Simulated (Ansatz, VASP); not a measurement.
# Two plane-wave programs on C

```
CELL_PARAMETERS angstrom
-1.23249 -2.13474 0.00000
1.23249 -2.13474 0.00000
0.00000 0.00000 14.97687
ATOMIC_POSITIONS crystal
C 0.00000 0.00000 0.78732
C 0.00000 0.00000 0.33740
C 0.00000 0.00000 0.11244
C 0.00000 0.00000 0.56236
C 0.66667 0.66667 0.78732
C 0.66667 0.66667 0.33740
C 0.33333 0.33333 0.11244
C 0.33333 0.33333 0.56236
```

Alike in both runs: task single point; functional PBE; dispersion D3(BJ); k mesh 22 × 22 × 4; occupations gaussian, width 0.15 eV; no spin polarisation.

|  | VASP | Ansatz |
| --- | --- | --- |
| version | VASP 6.6.1 | Ansatz 0.2.0 |
| potentials or method | VASP PAW PBE potentials, release 64 (C), cutoff 520 eV | scalar-relativistic, plane waves, PAW |
| valence electrons in the cell | 32 | 32 |

```tsv
	VASP	Ansatz	Ansatz less VASP
gap on the k mesh at the Fermi level (eV)	0.39	0.39	+0.001
least direct gap on the mesh (eV)	0.39	0.39	+0.001
pressure (GPa)	0.4	-0.1	-0.40
traceless stress, the component that is largest in VASP (GPa)	-0.68	-0.21	+0.471
rms of the force components (eV/Å)	0.009	0.009	0.0000
```

Atom by atom the forces differ by 0.000 eV/Å (rms over components).
